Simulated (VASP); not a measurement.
Input of a VASP 6.6.1 run:

INCAR

```
PREC = Accurate ; ENCUT = 520
EDIFF = 1E-7 ; ISMEAR = 0
SIGMA = 0.03 ; LREAL = False
LASPH = True ; NELM = 100
ALGO = Normal ; ISIF = 2
LWAVE = False ; LCHARG = False
GGA = CA ; NBANDS = 19
```

File KPOINTS:

```
Automatic mesh
0
Gamma
  12 12 8
```

The input POSCAR:

```
TiTe2
1.0
    3.5574231568      0.0000000000      0.0000000000
   -1.7787115784      3.0808188258      0.0000000000
    0.0000000000      0.0000000000      6.1003315936
Ti Te
1 2
Direct
    0.0000000000      0.0000000000      0.0000000000
    0.3333333333      0.6666666667      0.2811036129
    0.6666666667      0.3333333333      0.7188963871
```

Potentials or basis: VASP PAW LDA potentials, release 64 (Ti_sv, Te).

The run is started by

```sh
$ cat potpaw_LDA.64/Ti_sv/POTCAR potpaw_LDA.64/Te/POTCAR > POTCAR
$ mpirun -np 1 vasp_std > vasp.out
```

(1) Predict the band gap on the k mesh.

(2) Predict the largest force.

Results:

(1) zero (bands 12 and 13 overlap by 0.90 eV).

(2) 0.034 eV/Å.

Caveat: spin-orbit coupling is left out, which moves the levels of the heavy elements.
